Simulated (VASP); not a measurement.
Write the native input for VASP 6.6.1 that does the following.

```
Task                            : G0W0 quasiparticle levels
Functional                      : PBE
Potentials or basis             : VASP PAW PBE potentials, release 64 (Ga_d_GW, As_GW)
Cutoff                          : 500 eV
k mesh                          : 4 × 4 × 4
Occupations                     : gaussian, width 0.01 eV
Spin                            : no spin polarisation
Dipole correction               : no
GW scheme                       : G0W0
GW iterations                   : 1
Cutoff of the response function : 80
Frequency points                : 48
Empty bands                     : 60
Further INCAR settings          : ALGO = EVGW0; EDIFF = 1e-08; NBANDS = 69
```

GaAs:

```
Ga As
1.0
     0.00000    2.83308    2.83308
     2.83308    0.00000    2.83308
     2.83308    2.83308    0.00000
Ga As
1 1
Cartesian
  0.0000 0.0000 0.0000
  1.4165 1.4165 1.4165
```

The input as run:

POSCAR

```
GaAs
1.0
    0.0000000000      2.8330831934      2.8330831934
    2.8330831934      0.0000000000      2.8330831934
    2.8330831934      2.8330831934      0.0000000000
Ga As
1 1
Direct
    0.0000000000      0.0000000000      0.0000000000
    0.2500000000      0.2500000000      0.2500000000
```

INCAR.step1

```
PREC     = Accurate       # precision mode
ENCUT    = 500            # plane-wave cutoff, eV
EDIFF    = 1E-8           # SCF threshold, eV
ISMEAR   = 0              # smearing method
SIGMA    = 0.01           # smearing width, eV
LREAL    = F              # projectors in reciprocal space
LASPH    = T              # aspherical terms in the spheres
NELM     = 60             # most SCF steps
ALGO     = Normal         # electronic algorithm
LWAVE    = T              # write WAVECAR
LCHARG   = F              # write CHGCAR
GGA      = PE             # functional
```

INCAR.step2

```
PREC     = Accurate       # precision mode
ENCUT    = 500            # plane-wave cutoff, eV
EDIFF    = 1E-8           # SCF threshold, eV
ISMEAR   = 0              # smearing method
SIGMA    = 0.01           # smearing width, eV
LREAL    = F              # projectors in reciprocal space
LASPH    = T              # aspherical terms in the spheres
NELM     = 1              # most SCF steps
ALGO     = Exact          # electronic algorithm
LWAVE    = T              # write WAVECAR
LCHARG   = F              # write CHGCAR
GGA      = PE             # functional
NBANDS   = 69             # bands
LOPTICS  = T              # frequency-dependent dielectric function
ISTART   = 1
```

INCAR.step3

```
PREC     = Accurate       # precision mode
ENCUT    = 500            # plane-wave cutoff, eV
EDIFF    = 1E-8           # SCF threshold, eV
ISMEAR   = 0              # smearing method
SIGMA    = 0.01           # smearing width, eV
LREAL    = F              # projectors in reciprocal space
LASPH    = T              # aspherical terms in the spheres
ALGO     = EVGW0          # electronic algorithm
LWAVE    = F              # write WAVECAR
LCHARG   = F              # write CHGCAR
GGA      = PE             # functional
NELMGW   = 1            
NBANDS   = 69             # bands
ENCUTGW  = 80.0           # cutoff of the response function
NOMEGA   = 48             # frequency points
PRECFOCK = Fast         
ISTART   = 1            
NBANDSGW = 17
```

KPOINTS

```
Automatic mesh
0
Gamma
  4 4 4
```

Potentials or basis: VASP PAW PBE potentials, release 64 (Ga_d_GW, As_GW).

Run with:

```console
$ cat potpaw_PBE.64/Ga_d_GW/POTCAR potpaw_PBE.64/As_GW/POTCAR > POTCAR
$ cp INCAR.step1 INCAR
$ mpirun -np 1 vasp_std > vasp.out
$ cp INCAR.step2 INCAR
$ mpirun -np 1 vasp_std > vasp.out
$ cp INCAR.step3 INCAR
$ mpirun -np 1 vasp_std > vasp.out
```

It gave:

| Quantity | Value |
| --- | --- |
| Band gap on the k mesh, mean-field level | 0.45 eV, direct |
| Quasiparticle gap | 1.35 eV |
| Least direct quasiparticle gap | 1.35 eV |

Caveat: the k points lie up to 0.48 Å⁻¹ apart; bands, screening cutoff and mesh are small and nothing is extrapolated, so the quasiparticle values aren't converged.

Run time: 3.1 min on 1 thread of Intel Xeon 6975P-C (shared host), peak memory 0.44 GiB.
